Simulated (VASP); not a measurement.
# Te (P6_3/mmc) in VASP: a series of runs

Runs on Te. Level: r2SCAN. Tasks: single point.

All numbers are computed with VASP 6.6.1; they aren't measurements. Logs are shortened: lines on timing, memory, paths and dates and some standing lists are left out, and cuts for length are marked.

## 1. The cell of the first run

Symmetry: P6_3/mmc, No. 194, hexagonal system. The conventional cell has a = 3.891 Å, b = 3.891 Å, c = 4.205 Å, α = 90.00°, β = 90.00°, γ = 120.00°. Te (site symmetry -6m2) has 12 Te at 3.08 to 3.89 Å within 4.0 Å.

## 2. Single point, r2SCAN (volume scaled by 0.88)

POSCAR

```
Te
1.0
    3.8912516749      0.0000000000      0.0000000000
   -1.9456258374      3.3699228030      0.0000000000
    0.0000000000      0.0000000000      4.2045343398
Te
2
Direct
    0.3333333333      0.6666666667      0.2500000000
    0.6666666667      0.3333333333      0.7500000000
```

INCAR.step1

```
ALGO     = Normal         # electronic algorithm
EDIFF    = 1E-4           # SCF threshold, eV
ENCUT    = 520            # plane-wave cutoff, eV
GGA      = PE             # functional
ISMEAR   = -1             # smearing method
LASPH    = True           # aspherical terms in the spheres
LCHARG   = False          # write CHGCAR
LREAL    = False          # projectors in reciprocal space
LWAVE    = True           # write WAVECAR
NBANDS   = 13             # bands
NELM     = 60             # most SCF steps
PREC     = Accurate       # precision mode
SIGMA    = 0.1            # smearing width, eV
```

INCAR.step2

```
ALGO     = Normal         # electronic algorithm
EDIFF    = 1E-7           # SCF threshold, eV
ENCUT    = 520            # plane-wave cutoff, eV
ISIF     = 2              # what is computed and relaxed
ISMEAR   = -1             # smearing method
ISTART   = 1            
LASPH    = True           # aspherical terms in the spheres
LCHARG   = True           # write CHGCAR
LELF     = True           # ELF
LMIXTAU  = True         
LREAL    = False          # projectors in reciprocal space
LVHAR    = True         
LWAVE    = False          # write WAVECAR
METAGGA  = R2SCAN         # meta-GGA
NBANDS   = 13             # bands
NELM     = 60             # most SCF steps
PREC     = Accurate       # precision mode
SIGMA    = 0.1            # smearing width, eV
```

KPOINTS

```
k-points
0
Gamma
  10 10 8
```

Potentials or basis: VASP PAW PBE potentials, release 64 (Te).

The run is started by

```
$ cat potpaw_PBE.64/Te/POTCAR > POTCAR
$ cp INCAR.step1 INCAR
$ mpirun -np 1 vasp_std > vasp.out
$ cp INCAR.step2 INCAR
$ mpirun -np 1 vasp_std > vasp.out
```

OUTCAR:

```text
EDIFF = 1E-7
   ENCUT = 520
   ISIF = 2
   ISMEAR = -1
   ISTART = 1
   LASPH = True
   LREAL = False
   METAGGA = R2SCAN
   NELM = 60
   PREC = Accurate

 ion  position               nearest neighbor table
   1  0.333  0.667  0.250-   2 3.08   2 3.08   2 3.08   2 3.08   2 3.08   2 3.08
   2  0.667  0.333  0.750-   1 3.08   1 3.08   1 3.08   1 3.08   1 3.08   1 3.08

  LATTYP: Found a hexagonal cell.
 ALAT       =     3.8912516749
 C/A-ratio  =     1.0805094841

  Lattice vectors:

 A1 = (   3.8912516749,   0.0000000000,   0.0000000000)
 A2 = (  -1.9456258374,   3.3699228030,   0.0000000000)
 A3 = (   0.0000000000,   0.0000000000,   4.2045343398)

Analysis of symmetry for initial positions (statically):
=====================================================================
 Subroutine PRICEL returns:
 Original cell was already a primitive cell.

 Routine SETGRP: Setting up the symmetry group for a
 hexagonal supercell.

 Subroutine GETGRP returns: Found 24 space group operations
 (whereof 12 operations were pure point group operations)
 out of a pool of 24 trial point group operations.

The static configuration has the point symmetry D_3d.
 The point group associated with its full space group is D_6h.

Analysis of symmetry for dynamics (positions and initial velocities):
=====================================================================
 Subroutine PRICEL returns:
 Original cell was already a primitive cell.

 Routine SETGRP: Setting up the symmetry group for a
 hexagonal supercell.

 Subroutine GETGRP returns: Found 24 space group operations
 (whereof 12 operations were pure point group operations)
 out of a pool of 24 trial point group operations.

The dynamic configuration has the point symmetry D_3d.
 The point group associated with its full space group is D_6h.

 Subroutine INISYM returns: Found 24 space group operations
 (whereof 12 operations are pure point group operations),
 and found     1 'primitive' translations

----------------------------------------------------------------------------------------

                                     Primitive cell

  volume of cell :      55.1350

  direct lattice vectors                    reciprocal lattice vectors
     3.891251675  0.000000000  0.000000000     0.256986719  0.148371351  0.000000000
    -1.945625837  3.369922803  0.000000000     0.000000000  0.296742703  0.000000000
     0.000000000  0.000000000  4.204534340     0.000000000  0.000000000  0.237838467

[... 86 lines left out ...]
   NSW    =      0    number of steps for IOM
   IBRION =     -1    ionic relax: 0-MD 1-quasi-New 2-CG
   NFREE  =      0    steps in history (QN), initial steepest desc. (CG)
   ISIF   =      2    stress and relaxation
   ISYM   =      2    0-nonsym 1-usesym 2-fastsym
   POTIM  = 0.5000    time-step for ionic-motion
   TEBEG  =    0.0;   TEEND  =   0.0 temperature during run
   PSTRESS=    0.0 pullay stress
   NELECT =      12.0000    total number of electrons
   NUPDOWN=      -1.0000    fix difference up-down
   EMIN   =  10.00;   EMAX   =-10.00  energy-range for DOS
   EFERMI =   0.00;   METHOD = LEGACY
   ISMEAR =    -1;   SIGMA  =   0.10  broadening in eV -4-tet -1-fermi 0-gaus
   EFERMI_NEDOS =   21; number of points for ismear=-14 and -15
   IALGO  =     38    algorithm
   IMIX   =      4    mixing-type and parameters
     AMIX     =   0.40;   BMIX     =  1.00
     AMIX_MAG =   1.60;   BMIX_MAG =  1.00
  volume/ion in A,a.u.               =      27.57       186.03
  Fermi-wavevector in a.u.,A,eV,Ry     =   0.984750  1.860909 13.194025  0.969733
  Thomas-Fermi vector in A             =   2.116006
   LORBIT       =      0    0 simple, 1 ext, 2 COOP (PROOUT), +10 PAW based schemes
   METAGGA = R2SCAN    functional components
   LHFCALC =     F    Hartree Fock is set to
   AEXX    =    0.0000 exact exchange contribution
   IVDW    =     0    specifies the selected vdW correction
   LEPSILON=     F    determine dielectric tensor
   LRPA    =     F    only Hartree local field effects (RPA)
 non-spin polarized calculation
  energy-cutoff  :      520.00
  volume of cell :       55.13
 maximum number of plane-waves:      1504
 NGX is ok and might be reduce to    30
   NGX = 15   NGY = 15   NGZ = 15

 number of electron      11.9999999 magnetization

 Free energy of the ion-electron system (eV)
  ---------------------------------------------------
  ext. energy  EPLUGINS =         0.00000000
  ---------------------------------------------------
  free energy    TOTEN  =       -50.22241861 eV

  energy without entropy =      -50.19050983  energy(sigma->0) =      -50.20646422

 E-fermi :   8.5369     XC(G=0): -10.5780

 val. band max:        8.4863492129   @ k =   0.1000   0.0000   0.2500
 cond. band min:       8.5562802416   @ k =   0.1000   0.0000   0.3750
 fundamental gap:      0.0699310287
 Fermi energy:         8.5368625138

 k-point     1 :       0.0000    0.0000    0.0000
  band No.  band energies     occupation
      1      -6.8771      2.00000
      2      -0.0067      2.00000
      3       2.9917      2.00000
      4       6.1492      2.00000
      5       6.1492      2.00000
      6       9.4723      0.00017
      7       9.4723      0.00017
      8      11.6561      0.00000
      9      12.7530      0.00000
     10      15.0202      0.00000
     11      17.0835      0.00000
     12      17.0835      0.00000
     13      18.1804      0.00000
[... 354 lines left out ...]
  band No.  band energies     occupation
      1      -4.6711      2.00000
      2      -2.7541      2.00000
      3       3.1976      2.00000
      4       4.1981      2.00000
      5       5.8485      2.00000
      6       6.8669      2.00000
      7       9.4378      0.00024
      8      10.2093      0.00000
      9      12.3244      0.00000
     10      15.5178      0.00000
     11      17.4626      0.00000
     12      18.1325      0.00000
     13      20.0488      0.00000

 [... further k-points ...]
[... 5 lines left out ...]
  --------------------------------------------------------------------------------------
  -------------------------------------------------------------------------------------
  Total        2.5563039      2.5563039      4.0970800      0.0000000     -0.0000000      0.0000000
  in kB       74.2841026     74.2841026    119.0578003      0.0000000     -0.0000000      0.0000000
  external PRESSURE =      89.2086685 kB  Pullay stress =       0.0000000 kB

 VOLUME and BASIS-vectors are now :
 -----------------------------------------------------------------------------
  energy-cutoff  :      520.00
  volume of cell :       55.13
      direct lattice vectors                 reciprocal lattice vectors
     3.891251675  0.000000000  0.000000000     0.256986719  0.148371351  0.000000000
    -1.945625837  3.369922803  0.000000000     0.000000000  0.296742703  0.000000000
     0.000000000  0.000000000  4.204534340     0.000000000  0.000000000  0.237838467

 POSITION                                       TOTAL-FORCE (eV/Angst)
 -----------------------------------------------------------------------------------
     -0.00000      2.24662      1.05113        -0.000000      0.000000      0.000000
      1.94563      1.12331      3.15340         0.000000     -0.000000      0.000000
 -----------------------------------------------------------------------------------
    total drift:                               -0.000000      0.000000      0.000000

  FREE ENERGIE OF THE ION-ELECTRON SYSTEM (eV)
  ---------------------------------------------------
  free  energy   TOTEN  =       -50.2224186148 eV

  energy  without entropy=      -50.1905098332  energy(sigma->0) =      -50.20646422
```

OUTCAR.step1:

```text
EDIFF = 1E-4
   ENCUT = 520
   GGA = PE
   ISMEAR = -1
   LASPH = True
[... 608 lines left out ...]
     -0.00000      2.24662      1.05113         0.000000     -0.000000      0.000000
      1.94563      1.12331      3.15340        -0.000000      0.000000      0.000000
 -----------------------------------------------------------------------------------
    total drift:                               -0.000000      0.000000      0.000000

  FREE ENERGIE OF THE ION-ELECTRON SYSTEM (eV)
  ---------------------------------------------------
  free  energy   TOTEN  =        -5.7687420061 eV

  energy  without entropy=       -5.7342619225  energy(sigma->0) =       -5.75150196
```

Wall time 2.7 min (1 thread of AMD EPYC 7R13 (Zen 3), shared host); peak memory 0.16 GiB.

Results:

```
Free energy            : -50.2224 eV
Pressure               : 8.9 GPa
Band gap on the k mesh : zero (band 6 reaches 9.47 eV, above the bottom of band 7 at 7.53 eV)
```

Levels at points of the mesh, in eV from the Fermi level:
```tsv
k point	band 4	band 5	band 6	band 7	band 8	band 9
(0.00, 0.00, 0.00)	-2.39	-2.39	0.94	0.94	3.12	4.22
(0.50, 0.00, 0.00)	-4.08	-3.27	-0.93	-0.90	2.61	2.84
(0.00, 0.00, 0.50)	-0.64	-0.64	-0.64	-0.22	-0.22	6.62
(0.50, 0.00, 0.50)	-6.71	-1.87	-1.87	1.10	1.10	8.27
```

Caveat: the cell differs from its parent crystal (volume scaled by 0.88); the PAW data sets were made with another functional, which shifts forces and pressure a little; spin-orbit coupling is left out, which moves the levels of the heavy elements.

## 3. Single point, r2SCAN

This run uses another cell than the first one, of 31.33 Å³/atom, 1.136 times its volume.

POSCAR

```
Te
1.0
    4.0606456864      0.0000000000      0.0000000000
   -2.0303228432      3.5166223202      0.0000000000
    0.0000000000      0.0000000000      4.3875661758
Te
2
Direct
    0.3333333333      0.6666666667      0.2500000000
    0.6666666667      0.3333333333      0.7500000000
```

INCAR.step1

```
ALGO = Normal ; EDIFF = 1E-4
ENCUT = 520 ; GGA = PE
ISMEAR = -1 ; LASPH = True
LCHARG = False ; LREAL = False
LWAVE = True ; NBANDS = 13
NELM = 100 ; PREC = Accurate
SIGMA = 0.1
```

INCAR.step2

```
ALGO = Normal ; EDIFF = 1E-6
ENCUT = 520 ; ISIF = 2
ISMEAR = -1 ; ISTART = 1
LASPH = True ; LCHARG = False
LMIXTAU = True ; LREAL = False
LWAVE = False ; METAGGA = R2SCAN
NBANDS = 13 ; NELM = 100
PREC = Accurate ; SIGMA = 0.1
```

KPOINTS

```
k-points
0
Gamma
  11 11 6
```

Potentials or basis: VASP PAW PBE potentials, release 64 (Te).

The run is started by

```
$ cat potpaw_PBE.64/Te/POTCAR > POTCAR
$ cp INCAR.step1 INCAR
$ mpirun -np 1 vasp_std > vasp.out
$ cp INCAR.step2 INCAR
$ mpirun -np 1 vasp_std > vasp.out
```

OUTCAR:

```text
EDIFF = 1E-6
   ENCUT = 520
   ISIF = 2
   ISMEAR = -1
   ISTART = 1
   LASPH = True
   LREAL = False
   METAGGA = R2SCAN
   NELM = 100
   PREC = Accurate

 ion  position               nearest neighbor table
   1  0.333  0.667  0.250-   2 3.21   2 3.21   2 3.21   2 3.21   2 3.21   2 3.21
   2  0.667  0.333  0.750-   1 3.21   1 3.21   1 3.21   1 3.21   1 3.21   1 3.21

  LATTYP: Found a hexagonal cell.
 ALAT       =     4.0606456864
 C/A-ratio  =     1.0805094841

  Lattice vectors:

 A1 = (   4.0606456864,   0.0000000000,   0.0000000000)
 A2 = (  -2.0303228432,   3.5166223202,   0.0000000000)
 A3 = (   0.0000000000,   0.0000000000,   4.3875661758)

Analysis of symmetry for initial positions (statically):
=====================================================================
 Subroutine PRICEL returns:
 Original cell was already a primitive cell.

 Routine SETGRP: Setting up the symmetry group for a
 hexagonal supercell.

 Subroutine GETGRP returns: Found 24 space group operations
 (whereof 12 operations were pure point group operations)
 out of a pool of 24 trial point group operations.

The static configuration has the point symmetry D_3d.
 The point group associated with its full space group is D_6h.

Analysis of symmetry for dynamics (positions and initial velocities):
=====================================================================
 Subroutine PRICEL returns:
 Original cell was already a primitive cell.

 Routine SETGRP: Setting up the symmetry group for a
 hexagonal supercell.

 Subroutine GETGRP returns: Found 24 space group operations
 (whereof 12 operations were pure point group operations)
 out of a pool of 24 trial point group operations.

The dynamic configuration has the point symmetry D_3d.
 The point group associated with its full space group is D_6h.

 Subroutine INISYM returns: Found 24 space group operations
 (whereof 12 operations are pure point group operations),
 and found     1 'primitive' translations

----------------------------------------------------------------------------------------

[... 117 lines left out ...]
   METAGGA = R2SCAN    functional components
   LHFCALC =     F    Hartree Fock is set to
   AEXX    =    0.0000 exact exchange contribution
   IVDW    =     0    specifies the selected vdW correction
   LEPSILON=     F    determine dielectric tensor
   LRPA    =     F    only Hartree local field effects (RPA)
 non-spin polarized calculation
  energy-cutoff  :      520.00
  volume of cell :       62.65
 maximum number of plane-waves:      1708
   NGX = 15   NGY = 15   NGZ = 17

 number of electron      11.9999998 magnetization

 Free energy of the ion-electron system (eV)
  ---------------------------------------------------
  ext. energy  EPLUGINS =         0.00000000
  ---------------------------------------------------
  free energy    TOTEN  =       -50.38596196 eV

  energy without entropy =      -50.33994658  energy(sigma->0) =      -50.36295427

 E-fermi :   6.6792     XC(G=0):  -9.9774

 val. band max:        6.6646428911   @ k =   0.3636  -0.0000   0.3333
 cond. band min:       6.7217202865   @ k =   0.1818   0.1818   0.0000
 fundamental gap:      0.0570773954
 Fermi energy:         6.6791933896

 k-point     1 :       0.0000    0.0000    0.0000
  band No.  band energies     occupation
      1      -7.5710      2.00000
      2      -2.1203      2.00000
      3       1.9466      2.00000
      4       4.6383      2.00000
      5       4.6383      2.00000
      6       7.5784      0.00025
      7       7.5784      0.00025
      8      10.2193      0.00000
      9      10.3207      0.00000
     10      13.2181      0.00000
     11      15.1170      0.00000
     12      15.1170      0.00000
     13      16.2355      0.00000
[... 354 lines left out ...]
  band No.  band energies     occupation
      1      -6.8038      2.00000
      2      -3.1808      2.00000
      3       2.0552      2.00000
      4       3.6590      2.00000
      5       4.9736      2.00000
      6       5.9162      1.99903
      7       7.7574      0.00004
      8       8.7352      0.00000
      9      12.0313      0.00000
     10      13.1800      0.00000
     11      14.3955      0.00000
     12      15.6077      0.00000
     13      16.8288      0.00000

 [... further k-points ...]
[... 5 lines left out ...]
  --------------------------------------------------------------------------------------
  -------------------------------------------------------------------------------------
  Total       -0.0040517     -0.0040517     -0.0231219     -0.0000000      0.0000000      0.0000000
  in kB       -0.1036093     -0.1036093     -0.5912760     -0.0000000      0.0000000      0.0000000
  external PRESSURE =      -0.2661649 kB  Pullay stress =       0.0000000 kB

 VOLUME and BASIS-vectors are now :
 -----------------------------------------------------------------------------
  energy-cutoff  :      520.00
  volume of cell :       62.65
      direct lattice vectors                 reciprocal lattice vectors
     4.060645686  0.000000000  0.000000000     0.246266254  0.142181888  0.000000000
    -2.030322843  3.516622320  0.000000000     0.000000000  0.284363776  0.000000000
     0.000000000  0.000000000  4.387566176     0.000000000  0.000000000  0.227916790

 POSITION                                       TOTAL-FORCE (eV/Angst)
 -----------------------------------------------------------------------------------
     -0.00000      2.34441      1.09689         0.000000      0.000000      0.000000
      2.03032      1.17221      3.29067        -0.000000     -0.000000      0.000000
 -----------------------------------------------------------------------------------
    total drift:                               -0.000000      0.000000      0.000000

  FREE ENERGIE OF THE ION-ELECTRON SYSTEM (eV)
  ---------------------------------------------------
  free  energy   TOTEN  =       -50.3859619602 eV

  energy  without entropy=      -50.3399465797  energy(sigma->0) =      -50.36295427
```

OUTCAR.step1:

```text
EDIFF = 1E-4
   ENCUT = 520
   GGA = PE
   ISMEAR = -1
   LASPH = True
[... 607 lines left out ...]
     -0.00000      2.34441      1.09689         0.000000      0.000000      0.000000
      2.03032      1.17221      3.29067        -0.000000      0.000000      0.000000
 -----------------------------------------------------------------------------------
    total drift:                               -0.000000      0.000000      0.000000

  FREE ENERGIE OF THE ION-ELECTRON SYSTEM (eV)
  ---------------------------------------------------
  free  energy   TOTEN  =        -5.9430614370 eV

  energy  without entropy=       -5.8957457892  energy(sigma->0) =       -5.91940361
```

OSZICAR.step1:

```text
N       E                     dE             d eps       ncg     rms          rms(c)
DAV:   1     0.452059545753E+02    0.45206E+02   -0.45660E+03  1664   0.748E+02
DAV:   2    -0.331464930746E+01   -0.48521E+02   -0.46677E+02  2231   0.116E+02
DAV:   3    -0.590011993979E+01   -0.25855E+01   -0.25670E+01  2122   0.291E+01
DAV:   4    -0.593809328409E+01   -0.37973E-01   -0.37969E-01  2045   0.419E+00
DAV:   5    -0.593893496854E+01   -0.84168E-03   -0.84168E-03  2154   0.604E-01    0.968E+00
DAV:   6    -0.594104538322E+01   -0.21104E-02   -0.29821E-03  2009   0.333E-01    0.597E+00
DAV:   7    -0.594306019466E+01   -0.20148E-02   -0.59529E-03  1969   0.474E-01    0.180E-01
DAV:   8    -0.594306143701E+01   -0.12424E-05   -0.15919E-04  1787   0.794E-02
   1 F= -.59430614E+01 E0= -.59194036E+01  d E =-.473156E-01
```

It used 130 s of CPU time on 1 thread of AMD EPYC 7R13 Processor (Zen 3) (shared host).

What came out:

```
Free energy            : -50.3860 eV
Pressure               : 0.0 GPa
Band gap on the k mesh : zero (band 6 reaches 7.58 eV, above the bottom of band 7 at 5.58 eV)
```

Caveat: the PAW data sets were made with another functional, which shifts forces and pressure a little; spin-orbit coupling is left out, which moves the levels of the heavy elements.
